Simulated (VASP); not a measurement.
# GaP (R-3m) in VASP: notebook

Runs on GaP. Level: LDA. Tasks: single point.

Program: VASP 6.6.1. These are calculated values, not measurements. Logs are shortened: lines on timing, memory, paths and dates and some standing lists are left out, and cuts for length are marked.

## (1) The cell of the first run

Symmetry: R-3m, No. 166, trigonal system. The conventional cell has a = 4.102 Å, b = 4.102 Å, c = 17.311 Å, α = 90.00°, β = 90.00°, γ = 120.00°. Ga (site symmetry 3m) has 1 Ga at 2.24 Å and 3 P at 2.49 Å within 3.0 Å. Within 2.6 Å of P (site symmetry 3m) lie 1 P at 1.99 Å and 3 Ga at 2.49 Å.

## (2) Single point, LDA

The input, INCAR:

```
ALGO = Normal ; EDIFF = 1E-7
ENCUT = 520 ; GGA = CA
ISIF = 2 ; ISMEAR = 0
LASPH = True ; LCHARG = False
LREAL = False ; LWAVE = False
NBANDS = 26 ; NELM = 60
PREC = Accurate ; SIGMA = 0.05
```

The input, KPOINTS:

```
k-points
0
Gamma
  12 12 12
```

The input, POSCAR:

```
GaP
1.0
    2.0511773743      1.1842478092      5.7704759546
   -2.0511773743      1.1842478092      5.7704759546
    0.0000000000     -2.3684956184      5.7704759546
Ga P
2 2
Direct
    0.4353720000      0.4353720000      0.4353720000
    0.5646280000      0.5646280000      0.5646280000
    0.0573890000      0.0573890000      0.0573890000
    0.9426110000      0.9426110000      0.9426110000
```

Potentials or basis: VASP PAW LDA potentials, release 64 (Ga_d, P).

Started as:

```bash
$ cat potpaw_LDA.64/Ga_d/POTCAR potpaw_LDA.64/P/POTCAR > POTCAR
$ mpirun -np 1 vasp_std > vasp.out
```

OUTCAR:

```text
EDIFF = 1E-7
   ENCUT = 520
   GGA = CA
   ISIF = 2
   ISMEAR = 0
   LASPH = True
   LREAL = False
   NELM = 60
   PREC = Accurate

 ion  position               nearest neighbor table
   1  0.435  0.435  0.435-   2 2.24   3 2.49   3 2.49   3 2.49
   2  0.565  0.565  0.565-   1 2.24   4 2.49   4 2.49   4 2.49
   3  0.057  0.057  0.057-   4 1.99   1 2.49   1 2.49   1 2.49
   4  0.943  0.943  0.943-   3 1.99   2 2.49   2 2.49   2 2.49

  LATTYP: Found a trigonal (rhomboedric) cell.
 ALAT       =     6.2376409192
 COS(alpha) =     0.7837302940

  Lattice vectors:

 A1 = (   2.0511773743,   1.1842478092,   5.7704759546)
 A2 = (  -2.0511773743,   1.1842478092,   5.7704759546)
 A3 = (   0.0000000000,  -2.3684956184,   5.7704759546)

Analysis of symmetry for initial positions (statically):
=====================================================================
 Subroutine PRICEL returns:
 Original cell was already a primitive cell.

 Routine SETGRP: Setting up the symmetry group for a
 trigonal (rhombohedral) supercell.

 Subroutine GETGRP returns: Found 12 space group operations
 (whereof 12 operations were pure point group operations)
 out of a pool of 12 trial point group operations.

The static configuration has the point symmetry D_3d.

Analysis of symmetry for dynamics (positions and initial velocities):
=====================================================================
 Subroutine PRICEL returns:
 Original cell was already a primitive cell.

 Routine SETGRP: Setting up the symmetry group for a
 trigonal (rhombohedral) supercell.

 Subroutine GETGRP returns: Found 12 space group operations
 (whereof 12 operations were pure point group operations)
 out of a pool of 12 trial point group operations.

The dynamic configuration has the point symmetry D_3d.

 Subroutine INISYM returns: Found 12 space group operations
 (whereof 12 operations are pure point group operations),
 and found     1 'primitive' translations

----------------------------------------------------------------------------------------

                                     Primitive cell

  volume of cell :      84.1025

  direct lattice vectors                    reciprocal lattice vectors
     2.051177374  1.184247809  5.770475955     0.243762439  0.140736310  0.057765310
    -2.051177374  1.184247809  5.770475955    -0.243762439  0.140736310  0.057765310
     0.000000000 -2.368495618  5.770475955     0.000000000 -0.281472620  0.057765310

  length of vectors
     6.237640919  6.237640919  6.237640919     0.287338941  0.287338941  0.287338941

  position of ions in fractional coordinates (direct lattice)
     0.435372000  0.435372000  0.435372000
     0.564628000  0.564628000  0.564628000
     0.057389000  0.057389000  0.057389000
     0.942611000  0.942611000  0.942611000

  ion indices of the primitive-cell ions
   primitive index   ion index
                 1           1
                 2           2
                 3           3
                 4           4

----------------------------------------------------------------------------------------

 KPOINTS: k-points

Automatic generation of k-mesh.
 Grid dimensions read from file:
 generate k-points for:   12   12   12

 Generating k-lattice:

  Cartesian coordinates                     Fractional coordinates (reciprocal lattice)
     0.020313537  0.011728026  0.004813776     0.083333333  0.000000000  0.000000000
    -0.020313537  0.011728026  0.004813776     0.000000000  0.083333333  0.000000000
     0.000000000 -0.023456052  0.004813776     0.000000000  0.000000000  0.083333333

  Length of vectors
     0.023944912  0.023944912  0.023944912

  Shift w.r.t. Gamma in fractional coordinates (k-lattice)
     0.000000000  0.000000000  0.000000000

 Subroutine IBZKPT returns following result:
 ===========================================

 Found    189 irreducible k-points:

 Following reciprocal coordinates:
            Coordinates               Weight
  0.000000  0.000000  0.000000      1.000000
  0.083333  0.000000  0.000000      6.000000
  0.166667  0.000000  0.000000      6.000000
  0.250000  0.000000  0.000000      6.000000
  0.333333 -0.000000 -0.000000      6.000000
  0.416667  0.000000  0.000000      6.000000
[... 16 lines left out ...]
  0.500000  0.166667  0.000000     12.000000
 -0.416667  0.166667 -0.000000     12.000000
 [... further k-points ...]
   k-points           NKPTS =    189   k-points in BZ     NKDIM =    189   number of bands    NBANDS=     26
   number of dos      NEDOS =    301   number of ions     NIONS =      4
   total plane-waves  NPLWV = 110592
   dimension x,y,z NGX =    48 NGY =   48 NGZ =   48
   dimension x,y,z NGXF=    96 NGYF=   96 NGZF=   96
   ions per type =               2   2
   NGX,Y,Z   is equivalent  to a cutoff of  12.79, 12.79, 12.79 a.u.
   NGXF,Y,Z  is equivalent  to a cutoff of  25.59, 25.59, 25.59 a.u.
 SYSTEM =  unknown system
   PREC   = accura    normal or accurate (medium, high low for compatibility)
   ISTART =      0    job   : 0-new  1-cont  2-samecut
   ICHARG =      2    charge: 1-file 2-atom 10-const
   ISPIN  =      1    spin polarized calculation?
   LNONCOLLINEAR =      F non collinear calculations
   LSORBIT =      F    spin-orbit coupling
   LASPH  =      T    aspherical Exc in radial PAW
   ENCUT  =  520.0 eV  38.22 Ry    6.18 a.u.  11.60 11.60 11.60*2*pi/ulx,y,z
   NELM   =     60;   NELMIN=  2; NELMDL= -5     # of ELM steps
   EDIFF  = 0.1E-06   stopping-criterion for ELM
   LREAL  =      F    real-space projection
   EDIFFG = 0.1E-05   stopping-criterion for IOM
   NSW    =      0    number of steps for IOM
   IBRION =     -1    ionic relax: 0-MD 1-quasi-New 2-CG
   NFREE  =      0    steps in history (QN), initial steepest desc. (CG)
   ISIF   =      2    stress and relaxation
   ISYM   =      2    0-nonsym 1-usesym 2-fastsym
   POTIM  = 0.5000    time-step for ionic-motion
   TEBEG  =    0.0;   TEEND  =   0.0 temperature during run
   PSTRESS=    0.0 pullay stress
   NELECT =      36.0000    total number of electrons
   NUPDOWN=      -1.0000    fix difference up-down
   EMIN   =  10.00;   EMAX   =-10.00  energy-range for DOS
   EFERMI =   0.00;   METHOD = LEGACY
   ISMEAR =     0;   SIGMA  =   0.05  broadening in eV -4-tet -1-fermi 0-gaus
   EFERMI_NEDOS =   21; number of points for ismear=-14 and -15
   IALGO  =     38    algorithm
   IMIX   =      4    mixing-type and parameters
     AMIX     =   0.40;   BMIX     =  1.00
     AMIX_MAG =   1.60;   BMIX_MAG =  1.00
  volume/ion in A,a.u.               =      21.03       141.89
  Fermi-wavevector in a.u.,A,eV,Ry     =   1.233785  2.331515 20.711129  1.522225
  Thomas-Fermi vector in A             =   2.368501
   LORBIT       =      0    0 simple, 1 ext, 2 COOP (PROOUT), +10 PAW based schemes
   GGA     = CA    functional components
   LHFCALC =     F    Hartree Fock is set to
   AEXX    =    0.0000 exact exchange contribution
   IVDW    =     0    specifies the selected vdW correction
   LEPSILON=     F    determine dielectric tensor
   LRPA    =     F    only Hartree local field effects (RPA)
 non-spin polarized calculation
 Gauss-broadening in eV      SIGMA  =   0.05
  energy-cutoff  :      520.00
  volume of cell :       84.10
 maximum number of plane-waves:      2287
   NGX = 23   NGY = 23   NGZ = 23

 number of electron      35.9999994 magnetization

 Free energy of the ion-electron system (eV)
  ---------------------------------------------------
  ext. energy  EPLUGINS =         0.00000000
  ---------------------------------------------------
  free energy    TOTEN  =       -19.37476148 eV

  energy without entropy =      -19.37441777  energy(sigma->0) =      -19.37458962

 E-fermi :   4.4722     XC(G=0):  -9.9658

 val. band max:        4.4598413165   @ k =   0.5000   0.5000   0.0000
 cond. band min:       4.4766252282   @ k =   0.0000   0.0000   0.0000
 fundamental gap:      0.0167839117
 Fermi energy:         4.4722173442

 k-point     1 :       0.0000    0.0000    0.0000
  band No.  band energies     occupation
      1     -10.6638      2.00000
      2     -10.4011      2.00000
      3     -10.4011      2.00000
      4     -10.2851      2.00000
      5     -10.2851      2.00000
      6     -10.2257      2.00000
[... 18 lines left out ...]
     25       9.3402      0.00000
     26      11.7958      0.00000

 k-point     2 :       0.0833    0.0000    0.0000
  band No.  band energies     occupation
      1     -10.6629      2.00000
      2     -10.4062      2.00000
      3     -10.4011      2.00000
      4     -10.2870      2.00000
      5     -10.2832      2.00000
      6     -10.2299      2.00000
[... 18 lines left out ...]
     25       9.3777      0.00000
     26      12.2231      0.00000

 k-point     3 :       0.1667    0.0000    0.0000
  band No.  band energies     occupation
      1     -10.6604      2.00000
      2     -10.4199      2.00000
      3     -10.4010      2.00000
      4     -10.2922      2.00000
      5     -10.2780      2.00000
      6     -10.2397      2.00000
[... 18 lines left out ...]
     25       9.4884      0.00000
     26      12.1258      0.00000

 k-point     4 :       0.2500    0.0000    0.0000
  band No.  band energies     occupation
      1     -10.6572      2.00000
      2     -10.4374      2.00000
      3     -10.4010      2.00000
      4     -10.2990      2.00000
      5     -10.2710      2.00000
      6     -10.2506      2.00000
[... 18 lines left out ...]
     25       9.7759      0.00000
     26      11.7986      0.00000

 k-point     5 :       0.3333   -0.0000   -0.0000
  band No.  band energies     occupation
      1     -10.6540      2.00000
      2     -10.4536      2.00000
      3     -10.4009      2.00000
      4     -10.3057      2.00000
      5     -10.2639      2.00000
      6     -10.2595      2.00000
[... 18 lines left out ...]
     25      10.6780      0.00000
     26      11.9914      0.00000

 k-point     6 :       0.4167    0.0000    0.0000
  band No.  band energies     occupation
      1     -10.6518      2.00000
      2     -10.4648      2.00000
      3     -10.4009      2.00000
      4     -10.3105      2.00000
      5     -10.2653      2.00000
      6     -10.2587      2.00000
[... 427 lines left out ...]
 k-point    21 :       0.3333    0.1667   -0.0000
  band No.  band energies     occupation
      1     -10.6554      2.00000
      2     -10.4369      2.00000
      3     -10.4036      2.00000
      4     -10.3099      2.00000
      5     -10.2768      2.00000
      6     -10.2409      2.00000
[... 18 lines left out ...]
     25      10.5166      0.00000
     26      11.5055      0.00000

 k-point    22 :       0.4167    0.1667    0.0000
  band No.  band energies     occupation
      1     -10.6527      2.00000
      2     -10.4494      2.00000
      3     -10.4041      2.00000
      4     -10.3125      2.00000
      5     -10.2809      2.00000
      6     -10.2398      2.00000
[... 18 lines left out ...]
     25      10.7188      0.00000
     26      12.5308      0.00000

 k-point    23 :       0.5000    0.1667    0.0000
  band No.  band energies     occupation
      1     -10.6507      2.00000
      2     -10.4585      2.00000
      3     -10.4047      2.00000
      4     -10.3125      2.00000
      5     -10.2855      2.00000
      6     -10.2381      2.00000
[... 18 lines left out ...]
     25      11.1917      0.00000
     26      12.8311      0.00000

 k-point    24 :      -0.4167    0.1667   -0.0000
  band No.  band energies     occupation
      1     -10.6500      2.00000
      2     -10.4623      2.00000
      3     -10.4052      2.00000
      4     -10.3104      2.00000
      5     -10.2886      2.00000
      6     -10.2374      2.00000
[... 18 lines left out ...]
     25      11.4159      0.00000
     26      12.1376      0.00000

 [... further k-points ...]

------------------------ aborting loop because EDIFF is reached ----------------------------------------

  FORCE on cell =-STRESS in cart. coord.  units (eV):
  Direction    XX          YY          ZZ          XY          YZ          ZX
  --------------------------------------------------------------------------------------
  -------------------------------------------------------------------------------------
  Total       -5.8482330     -5.8482330     12.5495048      0.0000000     -0.0000000      0.0000000
  in kB     -111.4106109   -111.4106109    239.0718693      0.0000000     -0.0000000      0.0000000
  external PRESSURE =       5.4168825 kB  Pullay stress =       0.0000000 kB

 VOLUME and BASIS-vectors are now :
 -----------------------------------------------------------------------------
  energy-cutoff  :      520.00
  volume of cell :       84.10
      direct lattice vectors                 reciprocal lattice vectors
     2.051177374  1.184247809  5.770475955     0.243762439  0.140736310  0.057765310
    -2.051177374  1.184247809  5.770475955    -0.243762439  0.140736310  0.057765310
     0.000000000 -2.368495618  5.770475955     0.000000000 -0.281472620  0.057765310

 POSITION                                       TOTAL-FORCE (eV/Angst)
 -----------------------------------------------------------------------------------
      0.00000      0.00000      7.53691         0.000000     -0.000000     -1.437488
      0.00000      0.00000      9.77452         0.000000     -0.000000      1.437488
      0.00000      0.00000      0.99349         0.000000      0.000000      3.473230
      0.00000      0.00000     16.31794         0.000000      0.000000     -3.473230
 -----------------------------------------------------------------------------------
    total drift:                               -0.000000      0.000000      0.000000

  FREE ENERGIE OF THE ION-ELECTRON SYSTEM (eV)
  ---------------------------------------------------
  free  energy   TOTEN  =       -19.3747614754 eV

  energy  without entropy=      -19.3744177726  energy(sigma->0) =      -19.37458962
```

It took 10 min on 1 thread of Intel Xeon Platinum 8488C (Sapphire Rapids), shared host; peak memory 0.5 GiB.

Results:

```
Free energy            : -19.3748 eV
Pressure               : 0.5 GPa
Largest force          : 3.473 eV/Å
Band gap on the k mesh : zero (bands 18 and 19 overlap by 0.25 eV)
```

Forces on the atoms (eV/Å):
```
Ga   0.000  0.000 -1.437
Ga   0.000  0.000  1.437
P    0.000  0.000  3.473
P    0.000  0.000 -3.473
```

Levels at points of the mesh, in eV from the Fermi level:
```tsv
k point	band 15	band 16	band 17	band 18	band 19	band 20	band 21	band 22
(0.00, 0.00, 0.00)	-2.68	-0.40	0.00	0.06	0.06	1.02	2.84	2.84
(0.50, 0.00, 0.00)	-4.57	-3.39	-3.00	-1.77	1.06	2.50	5.22	5.65
(0.50, 0.50, 0.00)	-3.77	-3.44	-0.79	-0.01	0.72	1.35	1.82	3.39
(0.50, 0.50, 0.50)	-2.57	-2.57	-0.46	-0.46	-0.13	1.69	3.25	3.25
```

Caveat: the stress differs along the axes, from -11 to 24 GPa; semilocal functionals underestimate gaps, and a narrow one can read as zero; forces of over 1 eV/Å act on the atoms, so gaps and moduli don't describe the material at rest.

## (3) Single point, LDA

This run uses another cell than the first one, of the same volume but with other edges.

The input, INCAR:

```
PREC = Accurate
ENCUT = 520
EDIFF = 1E-7
ISMEAR = 0
SIGMA = 0.05
LREAL = F
LASPH = T
NELM = 60
ALGO = Normal
ISIF = 2
LWAVE = F
LCHARG = F
GGA = CA
NBANDS = 26
```

The input, KPOINTS:

```
regular mesh
0
Gamma
  12 12 12
```

The input, POSCAR:

```
GaP
1.0
    1.8284472848      1.0556545321      7.2619487991
   -1.8284472848      1.0556545321      7.2619487991
    0.0000000000     -2.1113090642      7.2619487991
Ga P
2 2
Direct
    0.4353720000      0.4353720000      0.4353720000
    0.5646280000      0.5646280000      0.5646280000
    0.0573890000      0.0573890000      0.0573890000
    0.9426110000      0.9426110000      0.9426110000
```

Potentials or basis: VASP PAW LDA potentials, release 64 (Ga_d, P).

Started as:

```bash
$ cat potpaw_LDA.64/Ga_d/POTCAR potpaw_LDA.64/P/POTCAR > POTCAR
$ mpirun -np 1 vasp_std > vasp.out
```

Wall time 26 min (1 thread of Intel Xeon Platinum 8488C (Sapphire Rapids), shared host); peak memory 0.57 GiB.

Results (log left out):

* Free energy: -19.4716 eV
* Pressure: -2.4 GPa
* Largest force: 0.667 eV/Å
* Band gap on the k mesh: zero (bands 18 and 19 overlap by 0.51 eV)

Forces in eV/Å, atoms in the order of the input:
```
Ga   0.000  0.000  0.324
Ga   0.000  0.000 -0.324
P    0.000  0.000 -0.667
P    0.000  0.000  0.667
```

Stress tensor (GPa, compression positive):
```
  5.24   0.00   0.00
  0.00   5.24   0.00
  0.00   0.00 -17.82
```

Levels at points of the mesh, in eV from the Fermi level:
| k point | band 16 | band 17 | band 18 | band 19 | band 20 | band 21 |
| --- | --- | --- | --- | --- | --- | --- |
| (0.00, 0.00, 0.00) | -0.81 | -0.81 | 0.19 | 0.19 | 2.56 | 3.40 |
| (0.50, 0.00, 0.00) | -2.46 | -2.25 | -1.63 | 1.47 | 2.02 | 2.94 |
| (0.50, 0.50, 0.00) | -2.41 | -1.39 | -0.87 | -0.17 | 0.74 | 2.10 |
| (0.50, 0.50, 0.50) | -0.75 | 0.08 | 0.08 | 2.50 | 3.14 | 4.37 |

Caveat: the stress differs along the axes, from -18 to 5 GPa; semilocal functionals underestimate gaps, and a narrow one can read as zero.
